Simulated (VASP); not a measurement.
Input of a VASP 6.6.1 run:

The input INCAR:

```
PREC = Accurate ; ENCUT = 520
EDIFF = 1E-6 ; ISMEAR = 0
SIGMA = 0.1 ; LREAL = F
LASPH = T ; NELM = 100
ALGO = Normal ; ISIF = 2
LWAVE = F ; LCHARG = F
GGA = PE ; NBANDS = 15
```

Contents of KPOINTS:

```
regular mesh
0
Gamma
  6 6 6
```

The input POSCAR:

```
Mg4Se
1.0
   -2.3092869200      2.3092869200      4.2307959500
    2.3092869200     -2.3092869200      4.2307959500
    2.3092869200      2.3092869200     -4.2307959500
Mg Se
4 1
Direct
    0.7481527900      0.7481527900      0.0000000000
    0.5000000000      0.0000000000      0.5000000000
    0.0000000000      0.5000000000      0.5000000000
    0.2518472100      0.2518472100      0.0000000000
    0.0000000000      0.0000000000      0.0000000000
```

Potentials or basis: VASP PAW PBE potentials, release 64 (Mg, Se).

Run with:

```bash
$ cat potpaw_PBE.64/Mg/POTCAR potpaw_PBE.64/Se/POTCAR > POTCAR
$ mpirun -np 1 vasp_std > vasp.out
```

(1) What does it give for the largest force?

(2) Predict the band gap on the k mesh.

(3) Predict the pressure.

## Answers

(1) 4.940 eV/Å.

(2) zero (bands 7 and 8 overlap by 0.95 eV).

(3) 30.8 GPa.

Caveat: the stress differs along the axes, from 24 to 44 GPa; forces of over 1 eV/Å act on the atoms, so gaps and moduli don't describe the material at rest.
